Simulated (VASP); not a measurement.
# TaN in VASP: further runs, part 2 of 2

VASP 6.6.1. Earlier steps stand in the parts before.

## (3) Single point, PBE (atoms moved at random)

The input, INCAR:

```
SYSTEM = TaN
ALGO = Normal
EDIFF = 1E-7
ENCUT = 520
GGA = PE
ISIF = 2
ISMEAR = -1
LASPH = .True.
LCHARG = .True.
LELF = .True.
LREAL = .False.
LVHAR = .True.
LWAVE = .False.
NBANDS = 33
NELM = 100
PREC = Accurate
SIGMA = 0.05
```

The input, KPOINTS:

```
k-points
0
Gamma
  6 6 9
  0 0 0
```

The input, POSCAR:

```
TaN
1.0
    5.1960001500      0.0000000000      0.0000000000
   -2.5980000800      4.4998681300      0.0000000000
    0.0000000000      0.0000000000      2.9109996000
Ta N
3 3
Direct
    0.3378740000      0.6598800000      0.5008540000
    0.6575360000      0.3331150000      0.4950420000
    0.0133470000      0.0079380000     -0.0069670000
    0.3987630000      0.0005790000      0.0172970000
    0.6107830000      0.6134900000     -0.0239820000
    0.0106380000      0.3956480000      0.0016810000
```

Potentials or basis: VASP PAW PBE potentials, release 64 (Ta_pv, N).

Run with:

```console
$ cat potpaw_PBE.64/Ta_pv/POTCAR potpaw_PBE.64/N/POTCAR > POTCAR
$ mpirun -np 1 vasp_std > vasp.out
```

OUTCAR:

```text
SYSTEM = TaN
   EDIFF = 1E-7
   ENCUT = 520
   GGA = PE
   ISIF = 2
   ISMEAR = -1
   LASPH = .True.
   LREAL = .False.
   NELM = 100
   PREC = Accurate

 ion  position               nearest neighbor table
   1  0.338  0.660  0.501-   5 2.08   6 2.13   6 2.14   4 2.16   5 2.18   4 2.22   2 2.91   2 3.03
                             2 3.06   3 3.26   3 3.29   3 3.35   3 3.36   3 3.37   3 3.38
   2  0.658  0.333  0.495-   4 2.10   5 2.12   4 2.19   5 2.19   6 2.22   6 2.25   1 2.91   1 3.03
                             1 3.06   3 3.24   3 3.25   3 3.37   3 3.37   3 3.39   3 3.40
   3  0.013  0.008  0.993-   6 2.02   4 2.02   5 2.07   2 3.24   2 3.25   1 3.26   1 3.29   1 3.35
                             1 3.36   2 3.37   1 3.37   2 3.37   1 3.38   2 3.39   2 3.40
   4  0.399  0.001  0.017-   3 2.02   2 2.10   1 2.16   2 2.19   1 2.22
   5  0.611  0.613  0.976-   3 2.07   1 2.08   2 2.12   1 2.18   2 2.19
   6  0.011  0.396  0.002-   3 2.02   1 2.13   1 2.14   2 2.22   2 2.25

  LATTYP: Found a hexagonal cell.
 ALAT       =     5.1960001500
 C/A-ratio  =     0.5602385520

  Lattice vectors:

 A1 = (   5.1960001500,   0.0000000000,   0.0000000000)
 A2 = (  -2.5980000800,   4.4998681300,   0.0000000000)
 A3 = (   0.0000000000,   0.0000000000,   2.9109996000)

Analysis of symmetry for initial positions (statically):
=====================================================================
 Subroutine PRICEL returns:
 Original cell was already a primitive cell.

 Routine SETGRP: Setting up the symmetry group for a
 hexagonal supercell.

 Subroutine GETGRP returns: Found  1 space group operations
 (whereof  1 operations were pure point group operations)
 out of a pool of 24 trial point group operations.

The static configuration has the point symmetry C_1 .

Analysis of symmetry for dynamics (positions and initial velocities):
=====================================================================
 Subroutine PRICEL returns:
 Original cell was already a primitive cell.

 Routine SETGRP: Setting up the symmetry group for a
 hexagonal supercell.

 Subroutine GETGRP returns: Found  1 space group operations
 (whereof  1 operations were pure point group operations)
 out of a pool of 24 trial point group operations.

The dynamic configuration has the point symmetry C_1 .

 Subroutine INISYM returns: Found  1 space group operations
 (whereof  1 operations are pure point group operations),
 and found     1 'primitive' translations

----------------------------------------------------------------------------------------

                                     Primitive cell

  volume of cell :      68.0630

  direct lattice vectors                    reciprocal lattice vectors
     5.196000150  0.000000000  0.000000000     0.192455730  0.111114367  0.000000000
    -2.598000080  4.499868130  0.000000000     0.000000000  0.222228735  0.000000000
     0.000000000  0.000000000  2.910999600     0.000000000  0.000000000  0.343524609

  length of vectors
     5.196000150  5.196000154  2.910999600     0.222228735  0.222228735  0.343524609

  position of ions in fractional coordinates (direct lattice)
     0.337874000  0.659880000  0.500854000
     0.657536000  0.333115000  0.495042000
     0.013347000  0.007938000  0.993033000
     0.398763000  0.000579000  0.017297000
[... 33 lines left out ...]
 Subroutine IBZKPT returns following result:
 ===========================================

 Found    164 irreducible k-points:

 Following reciprocal coordinates:
            Coordinates               Weight
  0.000000  0.000000  0.000000      1.000000
  0.166667  0.000000  0.000000      2.000000
  0.000000  0.166667  0.000000      2.000000
 -0.166667  0.166667  0.000000      2.000000
  0.333333 -0.000000  0.000000      2.000000
  0.000000  0.333333  0.000000      2.000000
[... 16 lines left out ...]
  0.000000  0.166667  0.111111      2.000000
 -0.166667  0.166667  0.111111      2.000000
 [... further k-points ...]
   k-points           NKPTS =    164   k-points in BZ     NKDIM =    164   number of bands    NBANDS=     33
   number of dos      NEDOS =    301   number of ions     NIONS =      6
   total plane-waves  NPLWV =  38400
   dimension x,y,z NGX =    40 NGY =   40 NGZ =   24
   dimension x,y,z NGXF=    80 NGYF=   80 NGZF=   48
   ions per type =               3   3
   NGX,Y,Z   is equivalent  to a cutoff of  12.80, 12.80, 13.71 a.u.
   NGXF,Y,Z  is equivalent  to a cutoff of  25.60, 25.60, 27.41 a.u.
 SYSTEM =  TaN
   PREC   = accura    normal or accurate (medium, high low for compatibility)
   ISTART =      0    job   : 0-new  1-cont  2-samecut
   ICHARG =      2    charge: 1-file 2-atom 10-const
   ISPIN  =      1    spin polarized calculation?
   LNONCOLLINEAR =      F non collinear calculations
   LSORBIT =      F    spin-orbit coupling
   LASPH  =      T    aspherical Exc in radial PAW
   ENCUT  =  520.0 eV  38.22 Ry    6.18 a.u.   9.66  9.66  5.41*2*pi/ulx,y,z
   NELM   =    100;   NELMIN=  2; NELMDL= -5     # of ELM steps
   EDIFF  = 0.1E-06   stopping-criterion for ELM
   LREAL  =      F    real-space projection
   EDIFFG = 0.1E-05   stopping-criterion for IOM
   NSW    =      0    number of steps for IOM
   IBRION =     -1    ionic relax: 0-MD 1-quasi-New 2-CG
   NFREE  =      0    steps in history (QN), initial steepest desc. (CG)
   ISIF   =      2    stress and relaxation
   ISYM   =      2    0-nonsym 1-usesym 2-fastsym
   POTIM  = 0.5000    time-step for ionic-motion
   TEBEG  =    0.0;   TEEND  =   0.0 temperature during run
   PSTRESS=    0.0 pullay stress
   NELECT =      48.0000    total number of electrons
   NUPDOWN=      -1.0000    fix difference up-down
   EMIN   =  10.00;   EMAX   =-10.00  energy-range for DOS
   EFERMI =   0.00;   METHOD = LEGACY
   ISMEAR =    -1;   SIGMA  =   0.05  broadening in eV -4-tet -1-fermi 0-gaus
   EFERMI_NEDOS =   21; number of points for ismear=-14 and -15
   IALGO  =     38    algorithm
   IMIX   =      4    mixing-type and parameters
     AMIX     =   0.40;   BMIX     =  1.00
     AMIX_MAG =   1.60;   BMIX_MAG =  1.00
  volume/ion in A,a.u.               =      11.34        76.55
  Fermi-wavevector in a.u.,A,eV,Ry     =   1.457197  2.753703 28.890918  2.123423
  Thomas-Fermi vector in A             =   2.574026
   LORBIT       =      0    0 simple, 1 ext, 2 COOP (PROOUT), +10 PAW based schemes
   GGA     = PE    functional components
   LHFCALC =     F    Hartree Fock is set to
   AEXX    =    0.0000 exact exchange contribution
   IVDW    =     0    specifies the selected vdW correction
   LEPSILON=     F    determine dielectric tensor
   LRPA    =     F    only Hartree local field effects (RPA)
 non-spin polarized calculation
  energy-cutoff  :      520.00
  volume of cell :       68.06
 maximum number of plane-waves:      1847
 NGX is ok and might be reduce to    40
   NGX = 19   NGY = 19   NGZ = 11

 number of electron      47.9999998 magnetization

 Free energy of the ion-electron system (eV)
  ---------------------------------------------------
  ext. energy  EPLUGINS =         0.00000000
  ---------------------------------------------------
  free energy    TOTEN  =       -67.25596005 eV

  energy without entropy =      -67.24820508  energy(sigma->0) =      -67.25208256

 E-fermi :   8.2982     XC(G=0): -13.0006

 val. band max:        8.2913715384   @ k =  -0.3333   0.3333   0.4444
 cond. band min:       8.3319371900   @ k =   0.0000   0.1667   0.0000
 fundamental gap:      0.0405656516
 Fermi energy:         8.2981806078

 k-point     1 :       0.0000    0.0000    0.0000
  band No.  band energies     occupation
      1     -27.9549      2.00000
      2     -27.8591      2.00000
      3     -27.5954      2.00000
      4     -27.4973      2.00000
      5     -27.3765      2.00000
      6     -27.2635      2.00000
[... 853 lines left out ...]
     32      11.6277      0.00000
     33      11.9727      0.00000

 [... further k-points ...]
[... 5 lines left out ...]
  --------------------------------------------------------------------------------------
  -------------------------------------------------------------------------------------
  Total        3.5142517      2.9335512      2.8220271     -0.5208818      0.4760071      0.4820621
  in kB       82.7241574     69.0546892     66.4294516    -12.2613620     11.2050266     11.3475609
  external PRESSURE =      72.7360994 kB  Pullay stress =       0.0000000 kB

 VOLUME and BASIS-vectors are now :
 -----------------------------------------------------------------------------
  energy-cutoff  :      520.00
  volume of cell :       68.06
      direct lattice vectors                 reciprocal lattice vectors
     5.196000150  0.000000000  0.000000000     0.192455730  0.111114367  0.000000000
    -2.598000080  4.499868130  0.000000000     0.000000000  0.222228735  0.000000000
     0.000000000  0.000000000  2.910999600     0.000000000  0.000000000  0.343524609

 POSITION                                       TOTAL-FORCE (eV/Angst)
 -----------------------------------------------------------------------------------
      0.04123      2.96937      1.45799        -1.042656      1.115418     -0.310927
      2.55112      1.49897      1.44107         2.032413      0.213418      0.206609
      0.04873      0.03572      2.89072        -0.680375     -0.827716      0.177936
      2.07047      0.00261      0.05035         0.026928     -0.187621     -1.017081
      1.57978      2.76062      2.84119         0.630396     -0.154202      1.163564
     -0.97262      1.78036      0.00489        -0.966706     -0.159298     -0.220100
 -----------------------------------------------------------------------------------
    total drift:                               -0.000031     -0.000122      0.000113

  FREE ENERGIE OF THE ION-ELECTRON SYSTEM (eV)
  ---------------------------------------------------
  free  energy   TOTEN  =       -67.2559600514 eV

  energy  without entropy=      -67.2482050779  energy(sigma->0) =      -67.25208256
```

It took 2.8 min on 1 thread of Intel Xeon Platinum 8559C (Emerald Rapids), shared host; peak memory 0.39 GiB.

What came out:

```
Free energy            : -67.2560 eV
Pressure               : 7.3 GPa
Largest force          : 2.054 eV/Å
Band gap on the k mesh : zero (band 24 reaches 9.79 eV, above the bottom of band 25 at 7.05 eV)
```

Forces on the atoms (eV/Å):
```
Ta  -1.043  1.115 -0.311
Ta   2.032  0.213  0.207
Ta  -0.680 -0.828  0.178
N    0.027 -0.188 -1.017
N    0.630 -0.154  1.164
N   -0.967 -0.159 -0.220
```

Caveat: the cell differs from its parent crystal (atoms moved at random); spin-orbit coupling is left out, which moves the levels of the heavy elements; forces of over 1 eV/Å act on the atoms, so gaps and moduli don't describe the material at rest.
